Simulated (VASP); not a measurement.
# NiO2 (P-3m1) in VASP: notebook, part 2 of 2

VASP 6.6.1. Earlier steps stand in the parts before.

## Step 3: Relaxation of cell and atoms, r2SCAN

This run uses another cell than the first one, of 10.44 Å³/atom, 1.018 times its volume.

POSCAR reads:

```
NiO2
1.0
    2.7987818650      0.0000000000      0.0000000000
   -1.3993909325      2.4238161948      0.0000000000
    0.0000000000      0.0000000000      4.6182730000
Ni O
1 2
Direct
    0.0000000000      0.0000000000      0.5000000000
    0.6666666700      0.3333333300      0.7060390000
    0.3333333300      0.6666666700      0.2939610000
```

INCAR.step1 reads:

```
PREC = Accurate ; ENCUT = 600
ISMEAR = 0 ; SIGMA = 0.1
LREAL = False ; LASPH = True
NELM = 60 ; GGA = PE
ALGO = Normal ; EDIFF = 1E-4
LWAVE = True ; LCHARG = False
```

INCAR.step2 reads:

```
PREC = Accurate ; ENCUT = 600
EDIFF = 1E-6 ; ISMEAR = 0
SIGMA = 0.1 ; LREAL = False
LASPH = True ; NELM = 60
ALGO = Normal ; ISIF = 3
LWAVE = False ; LCHARG = False
METAGGA = R2SCAN ; LMIXTAU = True
IBRION = 2 ; NSW = 90
EDIFFG = -0.04 ; ISTART = 1
```

KPOINTS reads:

```
Automatic mesh
0
Gamma
  6 6 4
```

Potentials or basis: VASP PAW PBE potentials, release 64 (Ni, O).

Command:

```bash
$ cat potpaw_PBE.64/Ni/POTCAR potpaw_PBE.64/O/POTCAR > POTCAR
$ cp INCAR.step1 INCAR
$ mpirun -np 1 vasp_std > vasp.out
$ cp INCAR.step2 INCAR
$ mpirun -np 1 vasp_std > vasp.out
```

OUTCAR:

```text
PREC = Accurate
   ENCUT = 600
   EDIFF = 1E-6
   ISMEAR = 0
   LREAL = False
   LASPH = True
   NELM = 60
   ISIF = 3
   METAGGA = R2SCAN
   IBRION = 2
   NSW = 90
   EDIFFG = -0.04
   ISTART = 1

 ion  position               nearest neighbor table
   1  0.000  0.000  0.500-   2 1.88   3 1.88   2 1.88   3 1.88   2 1.88   3 1.88
   2  0.667  0.333  0.706-   1 1.88   1 1.88   1 1.88
   3  0.333  0.667  0.294-   1 1.88   1 1.88   1 1.88

  LATTYP: Found a hexagonal cell.
 ALAT       =     2.7987818650
 C/A-ratio  =     1.6501010878

  Lattice vectors:

 A1 = (   2.7987818650,   0.0000000000,   0.0000000000)
 A2 = (  -1.3993909325,   2.4238161948,   0.0000000000)
 A3 = (   0.0000000000,   0.0000000000,   4.6182730000)

Analysis of symmetry for initial positions (statically):
[... 185 lines left out ...]
  in kB      -47.0564279    -47.0564279    -35.8242375     -0.0000000      0.0000000      0.0000000
  external PRESSURE =     -43.3123644 kB  Pullay stress =       0.0000000 kB
[... 61 lines left out ...]
--------------------------------------- Ionic step        3  -------------------------------------------

 number of electron      22.0000002 magnetization

 Free energy of the ion-electron system (eV)
  ---------------------------------------------------
  ext. energy  EPLUGINS =         0.00000000
  ---------------------------------------------------
  free energy    TOTEN  =       -26.47116129 eV

  energy without entropy =      -26.47116129  energy(sigma->0) =      -26.47116129

 E-fermi :   2.7239     XC(G=0): -11.6123

 val. band max:        2.2166706295   @ k =   0.1667   0.0000   0.5000
 cond. band min:       3.7003617075   @ k =   0.3333  -0.0000   0.2500
 fundamental gap:      1.4836910781
 Fermi energy:         2.7239418966

 k-point     1 :       0.0000    0.0000    0.0000
  band No.  band energies     occupation
      1     -18.2514      2.00000
      2     -15.7778      2.00000
      3      -3.6194      2.00000
      4      -3.2217      2.00000
      5      -3.2217      2.00000
      6      -0.0980      2.00000
      7      -0.0980      2.00000
      8       1.4215      2.00000
      9       1.4215      2.00000
     10       1.7365      2.00000
     11       1.7451      2.00000
     12       4.9217      0.00000
     13       4.9217      0.00000
     14      11.0776      0.00000
[... 443 lines left out ...]
  FREE ENERGIE OF THE ION-ELECTRON SYSTEM (eV)
  ---------------------------------------------------
  free  energy   TOTEN  =       -26.4711612865 eV

  energy  without entropy=      -26.4711612865  energy(sigma->0) =      -26.47116129

 reached required accuracy - stopping structural energy minimisation
```

OUTCAR.step1:

```text
PREC = Accurate
   ENCUT = 600
   ISMEAR = 0
   LREAL = False
   LASPH = True
[... 655 lines left out ...]
      0.00000      0.00000      2.30914         0.000000      0.000000      0.000000
      1.39939      0.80794      3.26068         0.000000      0.000000      0.026117
     -0.00000      1.61588      1.35759        -0.000000      0.000000     -0.026117
 -----------------------------------------------------------------------------------
    total drift:                               -0.000000     -0.000000     -0.000000

  FREE ENERGIE OF THE ION-ELECTRON SYSTEM (eV)
  ---------------------------------------------------
  free  energy   TOTEN  =       -17.4534619825 eV

  energy  without entropy=      -17.4534619824  energy(sigma->0) =      -17.45346198
```

Run time: 68 s. Hardware: 1 thread of Intel Xeon 6975P-C (Granite Rapids), shared host; peak memory 0.17 GiB.

What came out:

```yaml
Free_energy: -26.4712 eV
Relaxed_volume: 10.28 Å³/atom
Relaxed_cell: a = 2.782 Å, b = 2.782 Å, c = 4.598 Å, α = 90.00°, β = 90.00°, γ = 120.00°
Space_group_after_relaxing_to_0.05_Å: P-3m1 (No. 164)
Energy_gained_by_relaxing: 3.0 meV/atom
Ionic_steps: 3
Pressure_after_relaxing: -0.2 GPa
Largest_force_after_relaxing: 0.027 eV/Å
Band_gap_on_the_k_mesh: 1.48 eV, indirect (least direct gap 1.88 eV)
```

Forces in eV/Å, atoms in the order of the input:
```
Ni   0.000  0.000  0.000
O    0.000  0.000  0.027
O    0.000  0.000 -0.027
```

The path:
| step | energy change (eV) | largest force (eV/Å) | pressure (GPa) | volume (Å³) |
| --- | --- | --- | --- | --- |
| 1 | 0.0000 | 0.3138 | -4.33 | 31.33 |
| 2 | 0.0131 | 0.6023 | 7.13 | 30.07 |
| 3 | -0.0090 | 0.0274 | -0.16 | 30.83 |

Final structure:
```cif
data_structure
_symmetry_space_group_name_H-M 'P 1'
_symmetry_Int_Tables_number 1
_cell_length_a 2.7824
_cell_length_b 2.7824
_cell_length_c 4.5977
_cell_angle_alpha 90.000
_cell_angle_beta 90.000
_cell_angle_gamma 120.000
_cell_volume 30.83
loop_
_atom_site_label
_atom_site_type_symbol
_atom_site_fract_x
_atom_site_fract_y
_atom_site_fract_z
_atom_site_occupancy
Ni1 Ni 0.00000 0.00000 0.50000 1
O1 O 0.66667 0.33333 0.70477 1
O2 O 0.33333 0.66667 0.29523 1
```

Levels at points of the mesh, in eV from the valence-band top:
| k point | band 8 | band 9 | band 10 | band 11 | band 12 | band 13 | band 14 | band 15 |
| --- | --- | --- | --- | --- | --- | --- | --- | --- |
| (0.00, 0.00, 0.00) | -0.80 | -0.80 | -0.48 | -0.47 | 2.71 | 2.71 | 8.86 | 12.39 |
| (0.50, 0.00, 0.00) | -2.01 | -1.95 | -1.77 | -1.07 | 2.02 | 2.67 | 13.86 | 14.62 |
| (0.00, 0.00, 0.50) | -1.79 | -0.83 | -0.83 | -0.11 | 2.75 | 2.75 | 11.10 | 11.18 |
| (0.50, 0.00, 0.50) | -2.01 | -1.79 | -1.33 | -1.20 | 2.04 | 2.58 | 12.94 | 14.22 |

Caveat: the k points lie up to 0.43 Å⁻¹ apart in the final cell; the PAW data sets were made with another functional, which shifts forces and pressure a little. r2SCAN opens gaps a little over a GGA but as a rule still falls short of measured ones.
